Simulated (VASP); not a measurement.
Crystal: BAs.

```
B As
1.0
     3.36586    0.00000    0.00000
    -1.68293    2.91492    0.00000
     0.00000    0.00000    8.74459
B As
2 2
Direct
  0.33333 0.66667 0.25000
  0.66667 0.33333 0.75000
  0.66667 0.33333 0.25000
  0.33333 0.66667 0.75000
```

Base run:

```yaml
Program: VASP 6.6.1
Functional: r2SCAN
Potentials_or_basis: VASP PAW PBE potentials, release 64 (B, As)
Cutoff: 520 eV
k_mesh: 6 × 6 × 2
Occupations: gaussian, width 0.01 eV
Spin: no spin polarisation
```

Its results: band gap on the k mesh 0.95 eV; pressure 0.2 GPa.

Task: After a change of settings the same cell gave: band gap on the k mesh 0.71 eV; pressure 2.0 GPa. Which change was it?
A. functional from r2SCAN to HSE06; further incar settings from ALGO = Normal; EDIFF = 1e-06; NBANDS = 16 to ALGO = Normal; EDIFF = 1e-07; NBANDS = 16
B. functional from r2SCAN to LDA; potentials or basis from VASP PAW PBE potentials, release 64 (B, As) to VASP PAW LDA potentials, release 64 (B, As); cutoff from 520 eV to 500 eV
C. functional from r2SCAN to PBE

Result: C.

Caveats: the PAW data sets were made with another functional, which shifts forces and pressure a little (at least some runs); this functional lacks dispersion, which binds the layers, so the pressure and a relaxed spacing across them are unreliable (at least some runs).
